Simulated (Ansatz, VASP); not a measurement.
## Two plane-wave programs on GaP

```xyz
2
Lattice="0.0000 2.8511 2.6314 2.6314 0.0000 2.6314 2.6314 2.8511 0.0000" Properties=species:S:1:pos:R:3 pbc="T T T"
Ga    0.0000    0.0000    0.0000
P     3.9471    4.2767    3.9471
```

Alike in both runs: task single point; functional PBE; k mesh 10 × 10 × 10; occupations gaussian, width 0.05 eV; no spin polarisation.

```csv
,VASP,Ansatz
version,VASP 6.6.1,Ansatz 0.2.0
potentials or method,"VASP PAW PBE potentials, release 64 (Ga_d, P), cutoff 520 eV","scalar-relativistic, plane waves, PAW"
valence electrons in the cell,18,18
```

|  | VASP | Ansatz | Ansatz less VASP |
| --- | --- | --- | --- |
| gap on the k mesh at the Fermi level (eV) | 1.17 | 1.17 | +0.001 |
| least direct gap on the mesh (eV) | 1.80 | 1.80 | +0.001 |
| pressure (GPa) | 4.6 | 4.7 | +0.04 |
| traceless stress, the component that is largest in VASP (GPa) | -4.54 | -4.53 | +0.007 |
